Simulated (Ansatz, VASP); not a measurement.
# Two plane-wave programs on Ir

File POSCAR:

```
Ir
1.0
    0.0000000000      1.9228496764      1.9228496764
    1.9228496764      0.0000000000      1.9228496764
    1.9228496764      1.9228496764      0.0000000000
Ir
1
Direct
    0.0000000000      0.0000000000      0.0000000000
```

Contents of INCAR.step1:

```
SYSTEM = Ir
  PREC = Accurate
  ENCUT = 550
  ISMEAR = 0
  SIGMA = 0.01
  LREAL = .FALSE.
  LASPH = .TRUE.
  NELM = 120
  NBANDS = 14
  GGA = PE
  ALGO = Normal
  EDIFF = 1E-5
  LWAVE = .TRUE.
  LCHARG = .FALSE.
  GGA_COMPAT = .FALSE.
```

The input INCAR.step2:

```
SYSTEM = Ir
  PREC = Accurate
  ENCUT = 550
  EDIFF = 1E-6
  ISMEAR = 0
  SIGMA = 0.01
  LREAL = .FALSE.
  LASPH = .TRUE.
  NELM = 120
  ALGO = Normal
  ISIF = 2
  LWAVE = .FALSE.
  LCHARG = .FALSE.
  METAGGA = R2SCAN
  LMIXTAU = .TRUE.
  NBANDS = 14
  ISTART = 1
  GGA_COMPAT = .FALSE.
```

Contents of KPOINTS:

```
Automatic mesh
0
G
  14 14 14
  0 0 0
```

Input for Ansatz:

```yaml
crystal:
  lattice:
    - [0.0, 1.9228496764, 1.9228496764]
    - [1.9228496764, 0.0, 1.9228496764]
    - [1.9228496764, 1.9228496764, 0.0]
  atoms:
    - { symbol: Ir, position: [0.0, 0.0, 0.0] }
hamiltonian:
  xc: r2scan
  pseudopotentials:
    kind: paw
    azcp:
      Ir: "pseudopotentials/Ir.paw.azcp"
basis:
  ecutwfc: 500
  fft_grid_basis: typed
kpoints:
  mp_grid: { grid: [14, 14, 14], shift: [0, 0, 0] }
magnetization:
  spin_polarized: false
scf:
  occupations: { method: gaussian, width: 0.01 }
  lower_state_search: "off"
output:
  stress: true
```

Alike in both runs: task single point; functional r2SCAN; k mesh 14 × 14 × 14; occupations gaussian, width 0.01 eV; no spin polarisation.

|  | VASP | Ansatz |
| --- | --- | --- |
| version | VASP 6.6.1 | Ansatz 0.2.0 |
| potentials or method | VASP PAW PBE potentials, release 64 (Ir_sv_GW), cutoff 550 eV | plane waves (500 eV) with PAW, scalar-relativistic |
| valence electrons in the cell | 17 | 17 |

VASP gave:

- pressure (GPa): -2.5

Task: What did Ansatz give for the same quantities?

Result: Pressure (GPa): -0.2.

VASP's potentials were made for PBE, not for r2SCAN.

Neither program's run includes spin-orbit coupling.
